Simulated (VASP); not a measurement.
# Si (Fd-3m) in VASP: density of states with PBEsol

Aim: the density of states of Si with PBEsol.

Everything below comes from runs of VASP 6.6.1. Logs are shortened: lines on timing, memory, paths and dates and some standing lists are left out, and cuts for length are marked.

## Step 1: The cell of the first run

It takes space group Fd-3m (No. 227, cubic). The conventional cell has a = 5.432 Å, b = 5.432 Å, c = 5.432 Å, α = 90.00°, β = 90.00°, γ = 90.00°. Si (site symmetry -43m) has 4 Si at 2.35 Å within 3.1 Å.

## Step 2: Density of states, PBEsol

Contents of POSCAR:

```
Si
1.0
    0.0000000000      2.7161497812      2.7161497812
    2.7161497812      0.0000000000      2.7161497812
    2.7161497812      2.7161497812      0.0000000000
Si
2
Direct
    0.5000000000      0.5000000000      0.5000000000
    0.7500000000      0.7500000000      0.7500000000
```

Contents of INCAR.step1:

```
SYSTEM = Si
PREC = Accurate
ENCUT = 520
EDIFF = 1E-6
ISMEAR = 0
SIGMA = 0.05
LREAL = .FALSE.
LASPH = .TRUE.
NELM = 100
ALGO = Normal
ISIF = 2
LWAVE = .FALSE.
LCHARG = .TRUE.
GGA = PS
NBANDS = 11
```

Contents of KPOINTS.step1:

```
regular mesh
0
G
  14 14 14
  0 0 0
```

Contents of INCAR.step2:

```
SYSTEM = Si
PREC = Accurate
ENCUT = 520
EDIFF = 1E-6
ISMEAR = -5
SIGMA = 0.05
LREAL = .FALSE.
LASPH = .TRUE.
NELM = 100
ALGO = Normal
ISIF = 2
LWAVE = .FALSE.
LCHARG = .FALSE.
GGA = PS
LORBIT = 10
NBANDS = 11
NEDOS = 1001
ICHARG = 11
```

Contents of KPOINTS.step2:

```
regular mesh
0
G
  21 21 21
  0 0 0
```

Potentials or basis: VASP PAW PBE potentials, release 64 (Si).

Launch:

```
cat potpaw_PBE.64/Si/POTCAR > POTCAR
cp INCAR.step1 INCAR
cp KPOINTS.step1 KPOINTS
mpirun -np 1 vasp_std > vasp.out
cp INCAR.step2 INCAR
cp KPOINTS.step2 KPOINTS
mpirun -np 1 vasp_std > vasp.out
```

OUTCAR:

```text
SYSTEM = Si
   PREC = Accurate
   ENCUT = 520
   EDIFF = 1E-6
   ISMEAR = -5
   LREAL = .FALSE.
   LASPH = .TRUE.
   NELM = 100
   ISIF = 2
   GGA = PS
   LORBIT = 10
   ICHARG = 11

 ion  position               nearest neighbor table
   1  0.500  0.500  0.500-   2 2.35   2 2.35   2 2.35   2 2.35
   2  0.750  0.750  0.750-   1 2.35   1 2.35   1 2.35   1 2.35

  LATTYP: Found a face centered cubic cell.
 ALAT       =     5.4322995624

  Lattice vectors:

 A1 = (   0.0000000000,   2.7161497812,   2.7161497812)
 A2 = (   2.7161497812,   0.0000000000,   2.7161497812)
 A3 = (   2.7161497812,   2.7161497812,   0.0000000000)

Analysis of symmetry for initial positions (statically):
=====================================================================
 Subroutine PRICEL returns:
 Original cell was already a primitive cell.

 Routine SETGRP: Setting up the symmetry group for a
 face centered cubic supercell.

 Subroutine GETGRP returns: Found 48 space group operations
 (whereof 24 operations were pure point group operations)
 out of a pool of 48 trial point group operations.

The static configuration has the point symmetry T_d .
 The point group associated with its full space group is O_h .

Analysis of symmetry for dynamics (positions and initial velocities):
=====================================================================
 Subroutine PRICEL returns:
 Original cell was already a primitive cell.

 Routine SETGRP: Setting up the symmetry group for a
 face centered cubic supercell.

 Subroutine GETGRP returns: Found 48 space group operations
 (whereof 24 operations were pure point group operations)
 out of a pool of 48 trial point group operations.

The dynamic configuration has the point symmetry T_d .
 The point group associated with its full space group is O_h .

 Subroutine INISYM returns: Found 48 space group operations
 (whereof 24 operations are pure point group operations),
 and found     1 'primitive' translations

----------------------------------------------------------------------------------------

                                     Primitive cell

  volume of cell :      40.0766

  direct lattice vectors                    reciprocal lattice vectors
     0.000000000  2.716149781  2.716149781    -0.184084104  0.184084104  0.184084104
     2.716149781  0.000000000  2.716149781     0.184084104 -0.184084104  0.184084104
     2.716149781  2.716149781  0.000000000     0.184084104  0.184084104 -0.184084104

  length of vectors
     3.841215858  3.841215858  3.841215858     0.318843022  0.318843022  0.318843022

  position of ions in fractional coordinates (direct lattice)
     0.500000000  0.500000000  0.500000000
     0.750000000  0.750000000  0.750000000

  ion indices of the primitive-cell ions
   primitive index   ion index
                 1           1
                 2           2

----------------------------------------------------------------------------------------

 KPOINTS: regular mesh

Automatic generation of k-mesh.
 Grid dimensions read from file:
 generate k-points for:   21   21   21

 Generating k-lattice:

  Cartesian coordinates                     Fractional coordinates (reciprocal lattice)
    -0.008765910  0.008765910  0.008765910     0.047619048  0.000000000  0.000000000
     0.008765910 -0.008765910  0.008765910     0.000000000  0.047619048  0.000000000
     0.008765910  0.008765910 -0.008765910     0.000000000  0.000000000  0.047619048

  Length of vectors
     0.015183001  0.015183001  0.015183001

  Shift w.r.t. Gamma in fractional coordinates (k-lattice)
     0.000000000  0.000000000  0.000000000

 TETIRR: Found   1276 inequivalent tetrahedra from    55566

 Subroutine IBZKPT returns following result:
 ===========================================

 Found    286 irreducible k-points:

 Following reciprocal coordinates:
            Coordinates               Weight
  0.000000  0.000000  0.000000      1.000000
  0.047619  0.000000  0.000000      8.000000
  0.095238  0.000000  0.000000      8.000000
  0.142857  0.000000  0.000000      8.000000
  0.190476  0.000000  0.000000      8.000000
  0.238095  0.000000  0.000000      8.000000
[... 16 lines left out ...]
 -0.428571  0.047619  0.000000     24.000000
 -0.380952  0.047619  0.000000     24.000000
 [... further k-points ...]
   k-points           NKPTS =    286   k-points in BZ     NKDIM =    286   number of bands    NBANDS=     11
   number of dos      NEDOS =   1001   number of ions     NIONS =      2
   total plane-waves  NPLWV =  27000
   dimension x,y,z NGX =    30 NGY =   30 NGZ =   30
   dimension x,y,z NGXF=    60 NGYF=   60 NGZF=   60
   ions per type =               2
   NGX,Y,Z   is equivalent  to a cutoff of  12.98, 12.98, 12.98 a.u.
   NGXF,Y,Z  is equivalent  to a cutoff of  25.97, 25.97, 25.97 a.u.
 SYSTEM =  Si
   PREC   = accura    normal or accurate (medium, high low for compatibility)
   ISTART =      0    job   : 0-new  1-cont  2-samecut
   ICHARG =     11    charge: 1-file 2-atom 10-const
   ISPIN  =      1    spin polarized calculation?
   LNONCOLLINEAR =      F non collinear calculations
   LSORBIT =      F    spin-orbit coupling
   LASPH  =      T    aspherical Exc in radial PAW
   ENCUT  =  520.0 eV  38.22 Ry    6.18 a.u.   7.14  7.14  7.14*2*pi/ulx,y,z
   NELM   =    100;   NELMIN=  2; NELMDL=  0     # of ELM steps
   EDIFF  = 0.1E-05   stopping-criterion for ELM
   LREAL  =      F    real-space projection
   EDIFFG = 0.1E-04   stopping-criterion for IOM
   NSW    =      0    number of steps for IOM
   IBRION =     -1    ionic relax: 0-MD 1-quasi-New 2-CG
   NFREE  =      0    steps in history (QN), initial steepest desc. (CG)
   ISIF   =      2    stress and relaxation
   ISYM   =      2    0-nonsym 1-usesym 2-fastsym
   POTIM  = 0.5000    time-step for ionic-motion
   TEBEG  =    0.0;   TEEND  =   0.0 temperature during run
   PSTRESS=    0.0 pullay stress
   NELECT =       8.0000    total number of electrons
   NUPDOWN=      -1.0000    fix difference up-down
   EMIN   =  10.00;   EMAX   =-10.00  energy-range for DOS
   EFERMI =   0.00;   METHOD = LEGACY
   ISMEAR =    -5;   SIGMA  =   0.05  broadening in eV -4-tet -1-fermi 0-gaus
   EFERMI_NEDOS =   21; number of points for ismear=-14 and -15
   IALGO  =     38    algorithm
   IMIX   =      4    mixing-type and parameters
     AMIX     =   0.40;   BMIX     =  1.00
     AMIX_MAG =   1.60;   BMIX_MAG =  1.00
  volume/ion in A,a.u.               =      20.04       135.23
  Fermi-wavevector in a.u.,A,eV,Ry     =   0.956771  1.808034 12.454906  0.915410
  Thomas-Fermi vector in A             =   2.085729
   LORBIT       =     10    0 simple, 1 ext, 2 COOP (PROOUT), +10 PAW based schemes
   GGA     = PS    functional components
   LHFCALC =     F    Hartree Fock is set to
   AEXX    =    0.0000 exact exchange contribution
   IVDW    =     0    specifies the selected vdW correction
   LEPSILON=     F    determine dielectric tensor
   LRPA    =     F    only Hartree local field effects (RPA)
 non-spin polarized calculation
 Fermi weights with tetrahedron method with Bloechl corrections
  energy-cutoff  :      520.00
  volume of cell :       40.08
 maximum number of plane-waves:      1098
 NGX is ok and might be reduce to    30

 number of electron       8.0000000 magnetization

 Free energy of the ion-electron system (eV)
  ---------------------------------------------------
  ext. energy  EPLUGINS =         0.00000000
  ---------------------------------------------------
  free energy    TOTEN  =       -11.49338957 eV

  energy without entropy =      -11.49338957  energy(sigma->0) =      -11.49338957

 E-fermi :   5.8046     XC(G=0):  -9.5503

 val. band max:        5.7808517835   @ k =   0.0000   0.0000   0.0000
 cond. band min:       6.2389947878   @ k =   0.4286   0.4286   0.0000
 fundamental gap:      0.4581430043
 Fermi energy:         5.8046090040

 k-point     1 :       0.0000    0.0000    0.0000
  band No.  band energies     occupation
      1      -6.2034      2.00000
      2       5.7809      2.00000
      3       5.7809      2.00000
      4       5.7809      2.00000
      5       8.2979      0.00000
      6       8.2979      0.00000
      7       8.2979      0.00000
      8       9.0950      0.00000
      9      13.4689      0.00000
     10      13.4689      0.00000
     11      13.4880      0.00000

 k-point     2 :       0.0476    0.0000    0.0000
  band No.  band energies     occupation
      1      -6.1735      2.00000
      2       5.4490      2.00000
      3       5.7298      2.00000
      4       5.7298      2.00000
      5       8.3539      0.00000
      6       8.3725      0.00000
      7       8.3725      0.00000
      8       9.3150      0.00000
      9      13.3625      0.00000
     10      13.3625      0.00000
     11      13.6228      0.00000

 k-point     3 :       0.0952    0.0000    0.0000
  band No.  band energies     occupation
      1      -6.0842      2.00000
      2       4.7084      2.00000
      3       5.5962      2.00000
      4       5.5962      2.00000
      5       8.3115      0.00000
      6       8.5688      0.00000
      7       8.5688      0.00000
      8       9.9452      0.00000
      9      13.1210      0.00000
     10      13.1210      0.00000
     11      13.9936      0.00000
[... 267 lines left out ...]
 k-point    23 :      -0.4286    0.0476    0.0000
  band No.  band energies     occupation
      1      -3.9954      2.00000
      2      -0.9733      2.00000
      3       4.3110      2.00000
      4       4.6029      2.00000
      5       7.4837      0.00000
      6       9.0881      0.00000
      7       9.1305      0.00000
      8      13.4448      0.00000
      9      15.0156      0.00000
     10      15.4867      0.00000
     11      16.9938      0.00000

 k-point    24 :      -0.3810    0.0476    0.0000
  band No.  band energies     occupation
      1      -4.3110      2.00000
      2      -0.4720      2.00000
      3       4.3283      2.00000
      4       4.7005      2.00000
      5       7.5437      0.00000
      6       9.1422      0.00000
      7       9.1882      0.00000
      8      13.4515      0.00000
      9      14.1775      0.00000
     10      14.8358      0.00000
     11      16.1727      0.00000

 [... further k-points ...]
[... 5 lines left out ...]
  --------------------------------------------------------------------------------------
  -------------------------------------------------------------------------------------
  Total        0.0437736      0.0437736      0.0437736      0.0000000     -0.0000000      0.0000000
  in kB        1.7499734      1.7499734      1.7499734      0.0000000     -0.0000000      0.0000000
  external PRESSURE =       1.7499734 kB  Pullay stress =       0.0000000 kB

 VOLUME and BASIS-vectors are now :
 -----------------------------------------------------------------------------
  energy-cutoff  :      520.00
  volume of cell :       40.08
      direct lattice vectors                 reciprocal lattice vectors
     0.000000000  2.716149781  2.716149781    -0.184084104  0.184084104  0.184084104
     2.716149781  0.000000000  2.716149781     0.184084104 -0.184084104  0.184084104
     2.716149781  2.716149781  0.000000000     0.184084104  0.184084104 -0.184084104

 POSITION                                       TOTAL-FORCE (eV/Angst)
 -----------------------------------------------------------------------------------
      2.71615      2.71615      2.71615        -0.000000     -0.000000      0.000000
      4.07422      4.07422      4.07422         0.000000      0.000000      0.000000
 -----------------------------------------------------------------------------------
    total drift:                                0.000000     -0.000000     -0.000000

  FREE ENERGIE OF THE ION-ELECTRON SYSTEM (eV)
  ---------------------------------------------------
  free  energy   TOTEN  =       -11.4933895670 eV

  energy  without entropy=      -11.4933895670  energy(sigma->0) =      -11.49338957

 total charge

# of ion       s       p       d       tot
------------------------------------------
    1        0.752   0.938   0.000   1.690
    2        0.752   0.938   0.000   1.690
--------------------------------------------------
tot          1.505   1.876   0.000   3.381
```

Wall time 1.7 min (1 thread of Intel Xeon Platinum 8259CL at 2.50GHz (Skylake/Cascade Lake), shared host); peak memory 0.22 GiB.

Results:

| Item | Value |
| --- | --- |
| Valence electrons inside the program's atomic spheres | Si 1.69 |

Caveat: the PAW data sets were made with another functional, which shifts forces and pressure a little.
